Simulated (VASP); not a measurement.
Runs of VASP 6.6.1 on Fe. The structure is that of space group Im-3m (No. 229), or close to it. The cells are those of the table. 

```tsv
cell	gap on the mesh (eV)	pressure (GPa)	moment (μB)
a = 2.641 Å, angles 109.5°, 1 atom	none	-21.4	2.85
a = 2.413 Å, angles 109.5°, 1 atom	none	17.1	2.53
a = 2.320 Å, angles 109.5°, 1 atom	none	48.0	2.17
a = 2.580 Å, angles 109.5°, 1 atom	none	-15.6	(d)
a = 2.499 Å, angles 109.5°, 1 atom	none	-3.3	2.69
a = 2.368 Å, angles 109.5°, 1 atom	none	28.2	(a)
a = 2.240 Å, angles 109.5°, 1 atom	none	103.6	(b)
a = 2.540 Å, angles 109.5°, 1 atom	none	(c)	2.74
```

Alike in all rows: task single point; level r2SCAN; potentials or basis VASP PAW PBE potentials, release 64 (Fe); spin collinear, ferromagnetic start; k mesh 14 × 14 × 14; cutoff (eV) 520; smearing fermi-dirac 0.05 eV.

Question: Estimate the missing entries.

Answer: (a) 2.31; (b) 2.09; (c) -10.1; (d) 2.79.

Caveats: the PAW data sets were made with another functional, which shifts forces and pressure a little.

A gap of «none» marks levels without a gap at the run's occupations.
